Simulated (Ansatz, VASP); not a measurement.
## Mg2Sn in VASP and in Ansatz

```
Mg Sn
1.0
     0.00000    3.42397    3.42397
     3.42397    0.00000    3.42397
     3.42397    3.42397    0.00000
Mg Sn
2 1
Direct
  0.25000 0.25000 0.25000
  0.75000 0.75000 0.75000
  0.00000 0.00000 0.00000
```

Change from the starting cell: volume scaled by 1.04, crystal datasets.

Alike in both runs: task electric field gradients; functional LDA; k mesh 11 × 11 × 11; occupations fermi-dirac, width 0.08 eV; no spin polarisation.

|  | VASP | Ansatz |
| --- | --- | --- |
| version | VASP 6.6.1 | Ansatz 0.2.0 |
| potentials or method | VASP PAW LDA potentials, release 64 (Mg, Sn_d), cutoff 520 eV | all-electron PAW with datasets made for the crystal, scalar-relativistic |

```csv
,VASP,Ansatz,Ansatz less VASP
pressure (GPa),-3.5,-3.2,+0.28
```

LDA's correlation is that of Perdew and Zunger in VASP and of Perdew and Wang (1992) in Ansatz. Ansatz ran all-electron here, and VASP with PAW potentials.
